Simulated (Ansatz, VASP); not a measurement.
# One calculation of Bi2Te3, two programs

```xyz
10
Lattice="4.3694 0.0000 0.0000 -2.1847 3.7840 0.0000 0.0000 0.0000 61.2372" Properties=species:S:1:pos:R:3 pbc="T T T"
Te    0.0000    0.0000   21.7755
Te    2.1847    1.2613   25.5446
Te    0.0000    2.5227   29.3179
Te    2.1847    1.2613   31.9193
Te    0.0000    2.5227   35.6926
Te    0.0000    0.0000   39.4617
Bi    0.0000    2.5227   23.5051
Bi    0.0000    0.0000   27.5764
Bi    0.0000    0.0000   33.6608
Bi    2.1847    1.2613   37.7321
```

Alike in both runs: functional PBE; dispersion D3(BJ); k mesh 9 × 9 × 1; no spin polarisation.

Ansatz relaxed the structure, and its values are those at the end. VASP's run is a single point on that final structure, the one shown.

```csv
,VASP,Ansatz
version,VASP 6.6.1,Ansatz 0.2.0
potentials or method,"VASP PAW PBE potentials, release 64 (Te, Bi_d), cutoff 520 eV","scalar-relativistic, plane waves, PAW"
occupations,"gaussian, width 0.01 eV",fixed
valence electrons in the cell,96,156
```

|  | VASP | Ansatz | Ansatz less VASP |
| --- | --- | --- | --- |
| gap on the k mesh at the Fermi level (eV) | 0.57 | 0.59 | +0.014 |
| least direct gap on the mesh (eV) | 0.57 | 0.59 | +0.014 |
| rms of the force components (eV/Å) | 0.005 | 0.001 | -0.0043 |

VASP's potentials hold 96 valence electrons a cell and Ansatz's 156, so a difference there can come from the potentials and not from the codes. Ansatz's warnings: xc potential rough in thin density.

Spin-orbit coupling is off throughout.
